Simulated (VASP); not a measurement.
# Si (Fm-3m) in VASP: notebook

Si is run at these levels: PBE; tasks: single point.

All numbers are computed with VASP 6.6.1; they aren't measurements. Logs are shortened: lines on timing, memory, paths and dates and some standing lists are left out, and cuts for length are marked.

### 1 The cell of the first run

The structure is cubic, space group Fm-3m (No. 225). The conventional cell has a = 3.717 Å, b = 3.717 Å, c = 3.717 Å, α = 90.00°, β = 90.00°, γ = 90.00°. Within 3.5 Å of Si (site symmetry m-3m) lie 12 Si at 2.63 Å.

### 2 Single point, PBE

INCAR

```
SYSTEM = Si
  PREC = Accurate
  ENCUT = 520
  EDIFF = 1E-6
  ISMEAR = -1
  SIGMA = 0.08
  LREAL = .FALSE.
  LASPH = .TRUE.
  NELM = 100
  ALGO = Normal
  ISIF = 2
  LWAVE = .FALSE.
  LCHARG = .FALSE.
  GGA = PE
  NBANDS = 8
```

KPOINTS

```
Automatic mesh
0
G
  17 17 17
  0 0 0
```

POSCAR

```
Si
1.0
    0.0000000000      1.8585686845      1.8585686845
    1.8585686845      0.0000000000      1.8585686845
    1.8585686845      1.8585686845      0.0000000000
Si
1
Direct
    0.0000000000      0.0000000000      0.0000000000
```

Potentials or basis: VASP PAW PBE potentials, release 64 (Si).

On the command line:

```
$ cat potpaw_PBE.64/Si/POTCAR > POTCAR
$ mpirun -np 1 vasp_std > vasp.out
```

OUTCAR:

```text
SYSTEM = Si
   PREC = Accurate
   ENCUT = 520
   EDIFF = 1E-6
   ISMEAR = -1
   LREAL = .FALSE.
   LASPH = .TRUE.
   NELM = 100
   ISIF = 2
   GGA = PE

 ion  position               nearest neighbor table
   1  0.000  0.000  0.000-

  LATTYP: Found a face centered cubic cell.
 ALAT       =     3.7171373690

  Lattice vectors:

 A1 = (   0.0000000000,   1.8585686845,   1.8585686845)
 A2 = (   1.8585686845,   0.0000000000,   1.8585686845)
 A3 = (   1.8585686845,   1.8585686845,   0.0000000000)

Analysis of symmetry for initial positions (statically):
=====================================================================
 Subroutine PRICEL returns:
 Original cell was already a primitive cell.

 Routine SETGRP: Setting up the symmetry group for a
 face centered cubic supercell.

 Subroutine GETGRP returns: Found 48 space group operations
[... 9 lines left out ...]

 Routine SETGRP: Setting up the symmetry group for a
 face centered cubic supercell.

 Subroutine GETGRP returns: Found 48 space group operations
[... 11 lines left out ...]
                                     Primitive cell

  volume of cell :      12.8400

  direct lattice vectors                    reciprocal lattice vectors
     0.000000000  1.858568685  1.858568685    -0.269024225  0.269024225  0.269024225
     1.858568685  0.000000000  1.858568685     0.269024225 -0.269024225  0.269024225
     1.858568685  1.858568685  0.000000000     0.269024225  0.269024225 -0.269024225

  length of vectors
     2.628413040  2.628413040  2.628413040     0.465963626  0.465963626  0.465963626

  position of ions in fractional coordinates (direct lattice)
     0.000000000  0.000000000  0.000000000

  ion indices of the primitive-cell ions
   primitive index   ion index
                 1           1

----------------------------------------------------------------------------------------

 KPOINTS: Automatic mesh

Automatic generation of k-mesh.
 Grid dimensions read from file:
 generate k-points for:   17   17   17

 Generating k-lattice:

  Cartesian coordinates                     Fractional coordinates (reciprocal lattice)
    -0.015824954  0.015824954  0.015824954     0.058823529  0.000000000  0.000000000
     0.015824954 -0.015824954  0.015824954     0.000000000  0.058823529  0.000000000
     0.015824954  0.015824954 -0.015824954     0.000000000  0.000000000  0.058823529

  Length of vectors
     0.027409625  0.027409625  0.027409625

  Shift w.r.t. Gamma in fractional coordinates (k-lattice)
[... 45 lines left out ...]
   ICHARG =      2    charge: 1-file 2-atom 10-const
   ISPIN  =      1    spin polarized calculation?
   LNONCOLLINEAR =      F non collinear calculations
   LSORBIT =      F    spin-orbit coupling
   LASPH  =      T    aspherical Exc in radial PAW
   ENCUT  =  520.0 eV  38.22 Ry    6.18 a.u.   4.89  4.89  4.89*2*pi/ulx,y,z
   NELM   =    100;   NELMIN=  2; NELMDL= -5     # of ELM steps
   EDIFF  = 0.1E-05   stopping-criterion for ELM
   LREAL  =      F    real-space projection
   EDIFFG = 0.1E-04   stopping-criterion for IOM
   NSW    =      0    number of steps for IOM
   IBRION =     -1    ionic relax: 0-MD 1-quasi-New 2-CG
   NFREE  =      0    steps in history (QN), initial steepest desc. (CG)
   ISIF   =      2    stress and relaxation
   ISYM   =      2    0-nonsym 1-usesym 2-fastsym
   POTIM  = 0.5000    time-step for ionic-motion
   TEBEG  =    0.0;   TEEND  =   0.0 temperature during run
   PSTRESS=    0.0 pullay stress
   NELECT =       4.0000    total number of electrons
   NUPDOWN=      -1.0000    fix difference up-down
   EMIN   =  10.00;   EMAX   =-10.00  energy-range for DOS
   EFERMI =   0.00;   METHOD = LEGACY
   ISMEAR =    -1;   SIGMA  =   0.08  broadening in eV -4-tet -1-fermi 0-gaus
   EFERMI_NEDOS =   21; number of points for ismear=-14 and -15
   IALGO  =     38    algorithm
   IMIX   =      4    mixing-type and parameters
     AMIX     =   0.40;   BMIX     =  1.00
     AMIX_MAG =   1.60;   BMIX_MAG =  1.00
  volume/ion in A,a.u.               =      12.84        86.65
  Fermi-wavevector in a.u.,A,eV,Ry     =   1.109787  2.097193 16.757299  1.231627
  Thomas-Fermi vector in A             =   2.246331
   LORBIT       =      0    0 simple, 1 ext, 2 COOP (PROOUT), +10 PAW based schemes
   GGA     = PE    functional components
   LHFCALC =     F    Hartree Fock is set to
   AEXX    =    0.0000 exact exchange contribution
   IVDW    =     0    specifies the selected vdW correction
   LEPSILON=     F    determine dielectric tensor
   LRPA    =     F    only Hartree local field effects (RPA)
 non-spin polarized calculation
  energy-cutoff  :      520.00
  volume of cell :       12.84
 maximum number of plane-waves:       357
   NGX =  9   NGY =  9   NGZ =  9

 number of electron       4.0000000 magnetization

 Free energy of the ion-electron system (eV)
  ---------------------------------------------------
  ext. energy  EPLUGINS =         0.00000000
  ---------------------------------------------------
  free energy    TOTEN  =        -4.83070161 eV

  energy without entropy =       -4.82141867  energy(sigma->0) =       -4.82606014

 E-fermi :  11.8851     XC(G=0): -11.6852

 val. band max:       11.7991803336   @ k =  -0.4118   0.3529   0.1176
 cond. band min:      11.8871243237   @ k =  -0.4118   0.4706   0.0588
 fundamental gap:      0.0879439900
 Fermi energy:        11.8850644903

 k-point     1 :       0.0000    0.0000    0.0000
  band No.  band energies     occupation
      1      -3.7825      2.00000
      2      24.2293      0.00000
      3      24.2293      0.00000
      4      24.2293      0.00000
      5      24.4944      0.00000
      6      24.4944      0.00000
      7      24.4944      0.00000
      8      29.8431      0.00000
[... 243 lines left out ...]
 k-point    24 :      -0.1176    0.0588    0.0000
  band No.  band energies     occupation
      1      -3.0914      2.00000
      2      18.3434      0.00000
      3      20.4707      0.00000
      4      23.8256      0.00000
      5      25.6701      0.00000
      6      26.6706      0.00000
      7      27.8939      0.00000
      8      28.6698      0.00000

 [... further k-points ...]
[... 5 lines left out ...]
  --------------------------------------------------------------------------------------
  -------------------------------------------------------------------------------------
  Total        1.0346891      1.0346891      1.0346891      0.0000000      0.0000000      0.0000000
  in kB      129.1084385    129.1084385    129.1084385      0.0000000      0.0000000      0.0000000
  external PRESSURE =     129.1084385 kB  Pullay stress =       0.0000000 kB

 VOLUME and BASIS-vectors are now :
 -----------------------------------------------------------------------------
  energy-cutoff  :      520.00
  volume of cell :       12.84
      direct lattice vectors                 reciprocal lattice vectors
     0.000000000  1.858568685  1.858568685    -0.269024225  0.269024225  0.269024225
     1.858568685  0.000000000  1.858568685     0.269024225 -0.269024225  0.269024225
     1.858568685  1.858568685  0.000000000     0.269024225  0.269024225 -0.269024225

 POSITION                                       TOTAL-FORCE (eV/Angst)
 -----------------------------------------------------------------------------------
      0.00000      0.00000      0.00000        -0.000000      0.000000     -0.000000
 -----------------------------------------------------------------------------------
    total drift:                                0.000000      0.000000     -0.000000

  FREE ENERGIE OF THE ION-ELECTRON SYSTEM (eV)
  ---------------------------------------------------
  free  energy   TOTEN  =        -4.8307016076 eV

  energy  without entropy=       -4.8214186722  energy(sigma->0) =       -4.82606014
```

OSZICAR:

```text
N       E                     dE             d eps       ncg     rms          rms(c)
DAV:   1    -0.248154602330E+01   -0.24815E+01   -0.18244E+03  2904   0.379E+02
DAV:   2    -0.484373019291E+01   -0.23622E+01   -0.22527E+01  3912   0.303E+01
DAV:   3    -0.485604836206E+01   -0.12318E-01   -0.12307E-01  3040   0.231E+00
DAV:   4    -0.485605760254E+01   -0.92405E-05   -0.92414E-05  4432   0.687E-02
DAV:   5    -0.485605760415E+01   -0.16128E-08   -0.20791E-08  3072   0.601E-04    0.335E+00
DAV:   6    -0.484014275109E+01    0.15915E-01   -0.36873E-03  3224   0.275E-01    0.186E+00
DAV:   7    -0.483075419453E+01    0.93886E-02   -0.76807E-03  3200   0.398E-01    0.149E-01
DAV:   8    -0.483070161247E+01    0.52582E-04   -0.27020E-05  3976   0.417E-02    0.141E-02
DAV:   9    -0.483070160764E+01    0.48277E-08   -0.46431E-07  3400   0.388E-03
   1 F= -.48307016E+01 E0= -.48260601E+01  d E =-.928294E-02
```

It took 7.8 s on 1 thread of Intel Xeon Platinum 8488C (Sapphire Rapids), shared host; peak memory 0.12 GiB.

Results:

```yaml
Free_energy: -4.8307 eV
Pressure: 12.9 GPa
Band_gap_on_the_k_mesh: zero (band 2 reaches 24.23 eV, above the bottom of band 3 at 8.45 eV)
```

Levels at points of the mesh, in eV from the Fermi level:
```
           k point  band 1  band 2  band 3  band 4  band 5  band 6
(0.00, 0.00, 0.00)  -15.67   12.34   12.34   12.34   12.61   12.61
```

### 3 Single point, PBE

INCAR

```
SYSTEM = Si
PREC = Accurate ; ENCUT = 520
EDIFF = 1E-7 ; ISMEAR = -1
SIGMA = 0.08 ; LREAL = .False.
LASPH = .True. ; NELM = 80
ALGO = Normal ; ISIF = 2
LWAVE = .False. ; LCHARG = .True.
GGA = PE ; LELF = .True.
LVHAR = .True. ; NBANDS = 8
```

KPOINTS

```
regular mesh
0
Gamma
  17 17 17
  0 0 0
```

POSCAR

```
Si
1.0
    0.0000000000      1.8586820879      1.8586820879
    1.8586820879      0.0000000000      1.8586820879
    1.8586820879      1.8586820879      0.0000000000
Si
1
Direct
    0.0000000000      0.0000000000      0.0000000000
```

Potentials or basis: VASP PAW PBE potentials, release 64 (Si).

On the command line:

```
$ cat potpaw_PBE.64/Si/POTCAR > POTCAR
$ mpirun -np 1 vasp_std > vasp.out
```

It took 8.3 s on 1 thread of Intel Xeon Platinum 8488C (Sapphire Rapids), shared host; peak memory 0.12 GiB.

Results (log left out):

```
Free energy            : -4.8309 eV
Pressure               : 12.9 GPa
Band gap on the k mesh : zero (band 2 reaches 24.23 eV, above the bottom of band 3 at 8.44 eV)
```

Levels at points of the mesh, in eV from the Fermi level:
```csv
k point,band 1,band 2,band 3,band 4,band 5,band 6
"(0.00, 0.00, 0.00)",-15.67,12.34,12.34,12.34,12.61,12.61
```
